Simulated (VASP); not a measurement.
Input of a VASP 6.6.1 run:

POSCAR

```
Ce
1.0
    0.0000000000      2.3390384114      2.3390384114
    2.3390384114      0.0000000000      2.3390384114
    2.3390384114      2.3390384114      0.0000000000
Ce
1
Direct
    0.0000000000      0.0000000000      0.0000000000
```

The input INCAR.step1:

```
SYSTEM = Ce
PREC = Accurate ; ENCUT = 520
ISMEAR = -1 ; SIGMA = 0.1
LREAL = .FALSE. ; LASPH = .TRUE.
NELM = 100 ; NBANDS = 12
GGA = PE ; ALGO = Normal
EDIFF = 1E-4 ; LWAVE = .TRUE.
LCHARG = .FALSE.
```

File INCAR.step2:

```
SYSTEM = Ce
PREC = Accurate ; ENCUT = 520
EDIFF = 1E-6 ; ISMEAR = -1
SIGMA = 0.1 ; LREAL = .FALSE.
LASPH = .TRUE. ; NELM = 100
ALGO = Normal ; ISIF = 2
LWAVE = .FALSE. ; LCHARG = .FALSE.
METAGGA = R2SCAN ; LMIXTAU = .TRUE.
NBANDS = 12 ; ISTART = 1
```

Contents of KPOINTS:

```
Automatic mesh
0
G
  7 7 7
  0 0 0
```

Potentials or basis: VASP PAW PBE potentials, release 64 (Ce).

Run with:

```bash
$ cat potpaw_PBE.64/Ce/POTCAR > POTCAR
$ cp INCAR.step1 INCAR
$ mpirun -np 1 vasp_std > vasp.out
$ cp INCAR.step2 INCAR
$ mpirun -np 1 vasp_std > vasp.out
```

Q: Predict the pressure.

A: -0.1 GPa.

Q: What does it give for the band gap on the k mesh?

A: Zero (band 6 reaches 10.06 eV, above the bottom of band 7 at 10.04 eV).

Caveat: the PAW data sets were made with another functional, which shifts forces and pressure a little; spin-orbit coupling is left out, which moves the levels of the heavy elements. Spin polarisation is off, so any magnetic state and its effect on volume and gap are missing.
